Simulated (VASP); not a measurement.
Crystal: SnO2 (klda).

```
Sn O
1.0
     4.78800    0.00000    0.00000
     0.00000    4.86658    0.00000
     0.00000    0.00000    3.24090
Sn O
2 4
Direct
  0.50000 0.50000 0.50000
  0.00000 0.00000 0.00000
  0.29185 0.32104 0.00000
  0.79185 0.17896 0.50000
  0.20814 0.82104 0.50000
  0.70815 0.67896 0.00000
```

```yaml
Program: VASP 6.6.1
Task: relaxation of cell and atoms
Functional: LDA
Potentials_or_basis: VASP PAW LDA potentials, release 64 (Sn_d, O)
Cutoff: 600 eV
k_mesh: 4 × 4 × 6
Occupations: gaussian, width 0.1 eV
Spin: no spin polarisation
```

At the start: pressure -10.6 GPa; volume 12.59 Å³/atom.

Question: Where does the relaxation end?

Answer: Over 16 steps the energy falls by 26.1 meV/atom and the volume is 11.88 Å³/atom (-5.6 %); space group Pnnm (No. 58, to 0.05 Å).

The path:
| step | energy change (eV) | largest force (eV/Å) | pressure (GPa) | volume (Å³) |
| --- | --- | --- | --- | --- |
| 1 | 0.0000 | 0.1512 | -10.59 | 75.52 |
| 2 | 0.1029 | 0.5776 | 17.40 | 66.78 |
| 3 | -0.1429 | 0.1589 | -0.30 | 71.54 |
| 4 | -0.1430 | 0.1640 | -0.07 | 71.46 |
| 5 | -0.1488 | 0.0548 | 0.10 | 71.23 |
| 6 | -0.1489 | 0.0639 | 0.12 | 71.20 |
| 7 | -0.1496 | 0.0544 | -0.07 | 71.27 |
| 8 | -0.1501 | 0.0510 | -0.40 | 71.38 |
| 9 | -0.1505 | 0.0528 | -0.23 | 71.33 |
| 10 | -0.1512 | 0.0694 | 0.24 | 71.19 |
| 11 | -0.1507 | 0.1254 | 1.22 | 70.91 |
| 12 | -0.1513 | 0.0846 | 0.54 | 71.11 |
| 13 | -0.1517 | 0.0825 | 0.53 | 71.11 |
| 14 | -0.1526 | 0.0767 | 0.51 | 71.13 |
| 15 | -0.1543 | 0.0644 | 0.46 | 71.17 |
| 16 | -0.1567 | 0.0404 | 0.32 | 71.25 |

Final structure:
```xyz
6
Lattice="4.7073 0.0000 0.0000 0.0000 4.7315 0.0000 0.0000 0.0000 3.1991" Properties=species:S:1:pos:R:3 pbc="T T T"
Sn    2.3537    2.3658    1.5995
Sn    0.0000    4.7315    0.0000
O     1.4160    1.4752    0.0000
O     3.7696    0.8906    1.5995
O     0.9377    3.8409    1.5995
O     3.2914    3.2563    0.0000
```

Caveat: the relaxation stopped at a loose force limit of 0.05 eV/Å, so its end isn't a converged minimum.
